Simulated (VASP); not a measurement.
# ZrC4 (Fd-3m) in VASP: a series of runs

Runs on ZrC4. Level: PBE. Tasks: single point, relaxation of cell and atoms.

All numbers are computed with VASP 6.6.1; they aren't measurements. Logs are shortened: lines on timing, memory, paths and dates and some standing lists are left out, and cuts for length are marked.

### Step 1. The cell of the first run

Symmetry: Fd-3m, No. 227, cubic system. The conventional cell has a = 9.410 Å, b = 9.410 Å, c = 9.410 Å, α = 90.00°, β = 90.00°, γ = 90.00°. Zr (site symmetry -43m) has 4 C at 2.04 Å within 2.7 Å. Within 2.7 Å of C (site symmetry -3m) lie 2 Zr at 2.04 Å. Within 4.4 Å of C (site symmetry -3m) lie 12 C at 3.33 Å and 6 Zr at 3.90 Å.

The cell was built from a structure type or drawn by symmetry, and may not be a known phase.

### Step 2. Single point, PBE

Input file INCAR:

```
SYSTEM = ZrC4
  ALGO = Normal
  EDIFF = 1E-6
  ENCUT = 520
  GGA = PE
  ISIF = 2
  ISMEAR = 0
  LASPH = .TRUE.
  LCHARG = .FALSE.
  LREAL = .FALSE.
  LWAVE = .FALSE.
  NBANDS = 39
  NELM = 80
  PREC = Accurate
  SIGMA = 0.1
```

Input file KPOINTS:

```
k-points
0
G
  4 4 4
  0 0 0
```

Input file POSCAR:

```
ZrC4
1.0
    0.0000000000      4.7050170716      4.7050170716
    4.7050170716      0.0000000000      4.7050170716
    4.7050170716      4.7050170716      0.0000000000
Zr C
2 8
Direct
    0.2500000000      0.2500000000      0.2500000000
    0.0000000000      0.0000000000      0.0000000000
    0.1250000000      0.1250000000      0.1250000000
    0.1250000000      0.1250000000      0.6250000000
    0.1250000000      0.6250000000      0.1250000000
    0.6250000000      0.1250000000      0.1250000000
    0.6250000000      0.6250000000      0.6250000000
    0.6250000000      0.6250000000      0.1250000000
    0.6250000000      0.1250000000      0.6250000000
    0.1250000000      0.6250000000      0.6250000000
```

Potentials or basis: VASP PAW PBE potentials, release 64 (Zr_sv, C).

Started as:

```
$ cat potpaw_PBE.64/Zr_sv/POTCAR potpaw_PBE.64/C/POTCAR > POTCAR
$ mpirun -np 1 vasp_std > vasp.out
```

OUTCAR:

```text
SYSTEM = ZrC4
   EDIFF = 1E-6
   ENCUT = 520
   GGA = PE
   ISIF = 2
   ISMEAR = 0
   LASPH = .TRUE.
   LREAL = .FALSE.
   NELM = 80
   PREC = Accurate

 ion  position               nearest neighbor table
   1  0.250  0.250  0.250-   3 2.04   4 2.04   5 2.04   6 2.04
   2  0.000  0.000  0.000-   3 2.04   4 2.04   5 2.04   6 2.04
   3  0.125  0.125  0.125-   1 2.04   2 2.04
   4  0.125  0.125  0.625-   1 2.04   2 2.04
   5  0.125  0.625  0.125-   1 2.04   2 2.04
   6  0.625  0.125  0.125-   1 2.04   2 2.04
   7  0.625  0.625  0.625-
   8  0.625  0.625  0.125-
   9  0.625  0.125  0.625-
  10  0.125  0.625  0.625-

  LATTYP: Found a face centered cubic cell.
 ALAT       =     9.4100341432

  Lattice vectors:

 A1 = (   0.0000000000,   4.7050170716,   4.7050170716)
 A2 = (   4.7050170716,   0.0000000000,   4.7050170716)
 A3 = (   4.7050170716,   4.7050170716,   0.0000000000)

Analysis of symmetry for initial positions (statically):
=====================================================================
 Subroutine PRICEL returns:
 Original cell was already a primitive cell.

 Routine SETGRP: Setting up the symmetry group for a
 face centered cubic supercell.

 Subroutine GETGRP returns: Found 48 space group operations
 (whereof 24 operations were pure point group operations)
 out of a pool of 48 trial point group operations.

The static configuration has the point symmetry T_d .
 The point group associated with its full space group is O_h .

Analysis of symmetry for dynamics (positions and initial velocities):
=====================================================================
 Subroutine PRICEL returns:
 Original cell was already a primitive cell.

 Routine SETGRP: Setting up the symmetry group for a
 face centered cubic supercell.

 Subroutine GETGRP returns: Found 48 space group operations
 (whereof 24 operations were pure point group operations)
 out of a pool of 48 trial point group operations.

The dynamic configuration has the point symmetry T_d .
 The point group associated with its full space group is O_h .

 Subroutine INISYM returns: Found 48 space group operations
 (whereof 24 operations are pure point group operations),
 and found     1 'primitive' translations

----------------------------------------------------------------------------------------

                                     Primitive cell

  volume of cell :     208.3117

  direct lattice vectors                    reciprocal lattice vectors
     0.000000000  4.705017072  4.705017072    -0.106269540  0.106269540  0.106269540
     4.705017072  0.000000000  4.705017072     0.106269540 -0.106269540  0.106269540
     4.705017072  4.705017072  0.000000000     0.106269540  0.106269540 -0.106269540

  length of vectors
     6.653898954  6.653898954  6.653898954     0.184064243  0.184064243  0.184064243

  position of ions in fractional coordinates (direct lattice)
     0.250000000  0.250000000  0.250000000
     0.000000000  0.000000000  0.000000000
     0.125000000  0.125000000  0.125000000
     0.125000000  0.125000000  0.625000000
     0.125000000  0.625000000  0.125000000
     0.625000000  0.125000000  0.125000000
     0.625000000  0.625000000  0.625000000
     0.625000000  0.625000000  0.125000000
     0.625000000  0.125000000  0.625000000
     0.125000000  0.625000000  0.625000000

  ion indices of the primitive-cell ions
   primitive index   ion index
                 1           1
                 2           2
                 3           3
                 4           4
                 5           5
                 6           6
                 7           7
                 8           8
                 9           9
                10          10

----------------------------------------------------------------------------------------

 KPOINTS: k-points

Automatic generation of k-mesh.
 Grid dimensions read from file:
 generate k-points for:    4    4    4

 Generating k-lattice:

  Cartesian coordinates                     Fractional coordinates (reciprocal lattice)
    -0.026567385  0.026567385  0.026567385     0.250000000  0.000000000  0.000000000
     0.026567385 -0.026567385  0.026567385     0.000000000  0.250000000  0.000000000
     0.026567385  0.026567385 -0.026567385     0.000000000  0.000000000  0.250000000

  Length of vectors
     0.046016061  0.046016061  0.046016061

  Shift w.r.t. Gamma in fractional coordinates (k-lattice)
     0.000000000  0.000000000  0.000000000

 Subroutine IBZKPT returns following result:
 ===========================================

 Found      8 irreducible k-points:

 Following reciprocal coordinates:
            Coordinates               Weight
  0.000000  0.000000  0.000000      1.000000
  0.250000  0.000000  0.000000      8.000000
  0.500000  0.000000  0.000000      4.000000
  0.250000  0.250000  0.000000      6.000000
  0.500000  0.250000  0.000000     24.000000
 -0.250000  0.250000  0.000000     12.000000
  0.500000  0.500000  0.000000      3.000000
 -0.250000  0.500000  0.250000      6.000000
   k-points           NKPTS =      8   k-points in BZ     NKDIM =      8   number of bands    NBANDS=     39
   number of dos      NEDOS =    301   number of ions     NIONS =     10
   total plane-waves  NPLWV = 125000
   dimension x,y,z NGX =    50 NGY =   50 NGZ =   50
   dimension x,y,z NGXF=   100 NGYF=  100 NGZF=  100
   ions per type =               2   8
   NGX,Y,Z   is equivalent  to a cutoff of  12.49, 12.49, 12.49 a.u.
   NGXF,Y,Z  is equivalent  to a cutoff of  24.98, 24.98, 24.98 a.u.
 SYSTEM =  ZrC4
   PREC   = accura    normal or accurate (medium, high low for compatibility)
   ISTART =      0    job   : 0-new  1-cont  2-samecut
   ICHARG =      2    charge: 1-file 2-atom 10-const
   ISPIN  =      1    spin polarized calculation?
   LNONCOLLINEAR =      F non collinear calculations
   LSORBIT =      F    spin-orbit coupling
   LASPH  =      T    aspherical Exc in radial PAW
   ENCUT  =  520.0 eV  38.22 Ry    6.18 a.u.  12.37 12.37 12.37*2*pi/ulx,y,z
   NELM   =     80;   NELMIN=  2; NELMDL= -5     # of ELM steps
   EDIFF  = 0.1E-05   stopping-criterion for ELM
   LREAL  =      F    real-space projection
   EDIFFG = 0.1E-04   stopping-criterion for IOM
   NSW    =      0    number of steps for IOM
   IBRION =     -1    ionic relax: 0-MD 1-quasi-New 2-CG
   NFREE  =      0    steps in history (QN), initial steepest desc. (CG)
   ISIF   =      2    stress and relaxation
   ISYM   =      2    0-nonsym 1-usesym 2-fastsym
   POTIM  = 0.5000    time-step for ionic-motion
   TEBEG  =    0.0;   TEEND  =   0.0 temperature during run
   PSTRESS=    0.0 pullay stress
   NELECT =      56.0000    total number of electrons
   NUPDOWN=      -1.0000    fix difference up-down
   EMIN   =  10.00;   EMAX   =-10.00  energy-range for DOS
   EFERMI =   0.00;   METHOD = LEGACY
   ISMEAR =     0;   SIGMA  =   0.10  broadening in eV -4-tet -1-fermi 0-gaus
   EFERMI_NEDOS =   21; number of points for ismear=-14 and -15
   IALGO  =     38    algorithm
   IMIX   =      4    mixing-type and parameters
     AMIX     =   0.40;   BMIX     =  1.00
     AMIX_MAG =   1.60;   BMIX_MAG =  1.00
  volume/ion in A,a.u.               =      20.83       140.58
  Fermi-wavevector in a.u.,A,eV,Ry     =   1.056573  1.996634 15.188825  1.116347
  Thomas-Fermi vector in A             =   2.191814
   LORBIT       =      0    0 simple, 1 ext, 2 COOP (PROOUT), +10 PAW based schemes
   GGA     = PE    functional components
   LHFCALC =     F    Hartree Fock is set to
   AEXX    =    0.0000 exact exchange contribution
   IVDW    =     0    specifies the selected vdW correction
   LEPSILON=     F    determine dielectric tensor
   LRPA    =     F    only Hartree local field effects (RPA)
 non-spin polarized calculation
 Gauss-broadening in eV      SIGMA  =   0.10
  energy-cutoff  :      520.00
  volume of cell :      208.31
 maximum number of plane-waves:      5658
 NGX is ok and might be reduce to    50
   NGX = 25   NGY = 25   NGZ = 25

 number of electron      56.0000000 magnetization

 Free energy of the ion-electron system (eV)
  ---------------------------------------------------
  ext. energy  EPLUGINS =         0.00000000
  ---------------------------------------------------
  free energy    TOTEN  =       -48.99200113 eV

  energy without entropy =      -48.95272003  energy(sigma->0) =      -48.97236058

 E-fermi :   0.5467     XC(G=0):  -8.4814

 val. band max:        0.5284431013   @ k =   0.5000   0.0000   0.0000
 cond. band min:       0.6107739746   @ k =   0.5000   0.0000   0.0000
 fundamental gap:      0.0823308733
 Fermi energy:         0.5466987334

 k-point     1 :       0.0000    0.0000    0.0000
  band No.  band energies     occupation
      1     -45.9239      2.00000
      2     -45.9208      2.00000
      3     -24.3110      2.00000
      4     -24.3110      2.00000
      5     -24.3110      2.00000
      6     -24.2542      2.00000
[... 31 lines left out ...]
     38       2.3758      0.00000
     39       2.3758      0.00000

 k-point     2 :       0.2500    0.0000    0.0000
  band No.  band energies     occupation
      1     -45.9236      2.00000
      2     -45.9212      2.00000
      3     -24.3135      2.00000
      4     -24.3135      2.00000
      5     -24.3089      2.00000
      6     -24.2565      2.00000
[... 241 lines left out ...]
     38       1.7262      0.00000
     39       1.7615      0.00000

 k-point     8 :      -0.2500    0.5000    0.2500
  band No.  band energies     occupation
      1     -45.9224      2.00000
      2     -45.9224      2.00000
      3     -24.3206      2.00000
      4     -24.3206      2.00000
      5     -24.2829      2.00000
      6     -24.2829      2.00000
[... 31 lines left out ...]
     38       1.7549      0.00000
     39       1.7551      0.00000

------------------------ aborting loop because EDIFF is reached ----------------------------------------

  FORCE on cell =-STRESS in cart. coord.  units (eV):
  Direction    XX          YY          ZZ          XY          YZ          ZX
  --------------------------------------------------------------------------------------
  -------------------------------------------------------------------------------------
  Total        0.2577873      0.2577873      0.2577873     -0.0000000      0.0000000      0.0000000
  in kB        1.9827071      1.9827071      1.9827071     -0.0000000      0.0000000      0.0000000
  external PRESSURE =       1.9827071 kB  Pullay stress =       0.0000000 kB

 VOLUME and BASIS-vectors are now :
 -----------------------------------------------------------------------------
  energy-cutoff  :      520.00
  volume of cell :      208.31
      direct lattice vectors                 reciprocal lattice vectors
     0.000000000  4.705017072  4.705017072    -0.106269540  0.106269540  0.106269540
     4.705017072  0.000000000  4.705017072     0.106269540 -0.106269540  0.106269540
     4.705017072  4.705017072  0.000000000     0.106269540  0.106269540 -0.106269540

 POSITION                                       TOTAL-FORCE (eV/Angst)
 -----------------------------------------------------------------------------------
      2.35251      2.35251      2.35251         0.000000     -0.000000     -0.000000
      0.00000      0.00000      0.00000        -0.000000      0.000000      0.000000
      1.17625      1.17625      1.17625         0.000000      0.000000     -0.000000
      3.52876      3.52876      1.17625         0.000000      0.000000     -0.000000
      3.52876      1.17625      3.52876         0.000000      0.000000     -0.000000
      1.17625      3.52876      3.52876         0.000000      0.000000     -0.000000
      5.88127      5.88127      5.88127         0.000000      0.000000     -0.000000
      3.52876      3.52876      5.88127         0.000000      0.000000     -0.000000
      3.52876      5.88127      3.52876         0.000000      0.000000     -0.000000
      5.88127      3.52876      3.52876         0.000000      0.000000     -0.000000
 -----------------------------------------------------------------------------------
    total drift:                                0.000000      0.000000      0.000000

  FREE ENERGIE OF THE ION-ELECTRON SYSTEM (eV)
  ---------------------------------------------------
  free  energy   TOTEN  =       -48.9920011314 eV

  energy  without entropy=      -48.9527200263  energy(sigma->0) =      -48.97236058
```

It took 91 s on 1 thread of Intel Xeon Platinum 8259CL at 2.50GHz (Skylake/Cascade Lake), shared host; peak memory 0.35 GiB.

Results:

| Item | Value |
| --- | --- |
| Free energy | -48.9920 eV |
| Pressure | 0.2 GPa |
| Band gap on the k mesh | zero (bands 28 and 29 overlap by 0.88 eV) |

Levels at points of the mesh, in eV from the Fermi level:
| k point | band 25 | band 26 | band 27 | band 28 | band 29 | band 30 | band 31 | band 32 |
| --- | --- | --- | --- | --- | --- | --- | --- | --- |
| (0.00, 0.00, 0.00) | -0.74 | -0.74 | 0.66 | 0.66 | 0.66 | 0.76 | 0.76 | 1.07 |
| (0.50, 0.00, 0.00) | -0.93 | -0.20 | -0.02 | -0.02 | 0.06 | 0.25 | 0.25 | 0.25 |
| (0.50, 0.50, 0.00) | -0.82 | -0.82 | -0.49 | -0.49 | 0.11 | 0.11 | 0.22 | 0.22 |

### Step 3. Relaxation of cell and atoms, PBE

This run uses another cell than the first one, of 15.65 Å³/atom.

Input file INCAR:

```
  PREC = Accurate
  ENCUT = 600
  EDIFF = 1E-7
  ISMEAR = 0
  SIGMA = 0.1
  LREAL = False
  LASPH = True
  NELM = 100
  ALGO = Normal
  ISIF = 3
  LWAVE = False
  LCHARG = False
  GGA = PE
  IBRION = 2
  NSW = 90
  EDIFFG = -0.04
```

Input file KPOINTS:

```
regular mesh
0
Gamma
  4 4 4
```

POSCAR, as its differences from that of step 2:

```diff
@@ -2,5 +2,5 @@
 1.0
-    0.0000000000      4.7050170716      4.7050170716
-    4.7050170716      0.0000000000      4.7050170716
-    4.7050170716      4.7050170716      0.0000000000
+    0.0000000000      4.2768388800      4.2768388800
+    4.2768388800      0.0000000000      4.2768388800
+    4.2768388800      4.2768388800      0.0000000000
 Zr C
```

Potentials or basis: VASP PAW PBE potentials, release 64 (Zr_sv, C).

Started as:

```
$ cat potpaw_PBE.64/Zr_sv/POTCAR potpaw_PBE.64/C/POTCAR > POTCAR
$ mpirun -np 1 vasp_std > vasp.out
```

Wall time 3.3 min (1 thread of Intel Xeon Platinum 8259CL at 2.50GHz (Skylake/Cascade Lake), shared host); peak memory 0.35 GiB.

Results (log left out):

```
Free energy                           : -48.9711 eV
Relaxed volume                        : 20.87 Å³/atom
Relaxed cell                          : a = 6.658 Å, b = 6.658 Å, c = 6.658 Å, α = 60.00°, β = 60.00°, γ = 60.00°
Space group after relaxing (to 0.1 Å) : Fd-3m (No. 227)
Energy gained by relaxing             : 310.3 meV/atom
Ionic steps                           : 3
Pressure after relaxing               : 0.1 GPa
Band gap on the k mesh                : zero (bands 28 and 29 overlap by 0.89 eV)
```

Step by step:
```csv
step,energy change (eV),largest force (eV/Å),pressure (GPa),volume (Å³)
1,0.0000,0.0000,22.70,156.46
2,-3.0950,0.0000,-0.77,212.21
3,-3.1026,0.0000,0.07,208.73
```

Final structure:
```
Zr C
1.0
     0.00000    4.70818    4.70818
     4.70818    0.00000    4.70818
     4.70818    4.70818    0.00000
Zr C
2 8
Cartesian
  2.3541 2.3541 2.3541
  0.0000 0.0000 0.0000
  1.1770 1.1770 1.1770
  3.5311 3.5311 1.1770
  3.5311 1.1770 3.5311
  1.1770 3.5311 3.5311
  5.8852 5.8852 5.8852
  3.5311 3.5311 5.8852
  3.5311 5.8852 3.5311
  5.8852 3.5311 3.5311
```

Levels at points of the mesh, in eV from the Fermi level:
```
           k point  band 26  band 27  band 28  band 29  band 30  band 31
(0.00, 0.00, 0.00)    -0.75     0.66     0.66     0.66     0.76     0.76
(0.50, 0.00, 0.00)    -0.21    -0.02    -0.02     0.06     0.25     0.25
(0.50, 0.50, 0.00)    -0.82    -0.49    -0.49     0.11     0.11     0.22
```

Caveat: the volume moved by over 15 % at a fixed basis, so the end points are rough.
